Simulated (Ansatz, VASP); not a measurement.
Two plane-wave programs on Si3Cl2

```xyz
5
Lattice="3.8597 0.0000 0.0000 -1.9298 3.3426 0.0000 0.0000 0.0000 11.9214" Properties=species:S:1:pos:R:3 pbc="T T T"
Si    0.0000    0.0000    0.0000
Si    0.0000    2.2284    6.1925
Si    1.9298    1.1142    5.7288
Cl    0.0000    2.2284    1.4338
Cl    1.9298    1.1142   10.4876
```

Alike in both runs: functional PBE; k mesh 12 × 12 × 4; occupations gaussian, width 0.1 eV; no spin polarisation.

Ansatz relaxed the structure, and its values are those at the end. VASP's run is a single point on that final structure, the one shown.

```csv
,VASP,Ansatz
version,VASP 6.6.1,Ansatz 0.2.0
potentials or method,"VASP PAW PBE potentials, release 64 (Si, Cl), cutoff 520 eV","scalar-relativistic, plane waves, PAW"
valence electrons in the cell,26,26
```

```csv
,VASP,Ansatz,Ansatz less VASP
gap on the k mesh at the Fermi level (eV),none,none,-
pressure (GPa),0.0,0.0,+0.05
```

A gap of «none» marks a metal or a gap that the smearing closes. The functional is the same, so the differences come from potentials, cutoffs and numerics.
